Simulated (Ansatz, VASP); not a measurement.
# Two plane-wave programs on P

```
CELL_PARAMETERS angstrom
4.20397 0.00000 0.00000
0.00000 4.20397 0.00000
0.00000 0.00000 4.52274
ATOMIC_POSITIONS crystal
P 0.00000 0.00000 0.00000
```

Alike in both runs: task single point; functional PBEsol; dispersion D3(BJ); k mesh 12 × 12 × 12; occupations gaussian, width 0.15 eV; no spin polarisation.

```csv
,VASP,Ansatz
version,VASP 6.6.1,Ansatz 0.2.0
potentials or method,"VASP PAW PBE potentials, release 64 (P), cutoff 520 eV","scalar-relativistic, plane waves, PAW"
valence electrons in the cell,5,5
```

Ansatz gave:

- gap on the k mesh at the Fermi level (eV): none
- pressure (GPa): -4.0
- traceless stress, the component that is largest in VASP (GPa): 0.84

**Question.** Which values does VASP return?

**Answer.** gap on the k mesh at the Fermi level (eV): none; pressure (GPa): -4.1; traceless stress, the component that is largest in VASP (GPa): 0.84.

VASP's potentials were made for PBE, not for PBEsol. A gap of «none» marks a metal or a gap that the smearing closes.
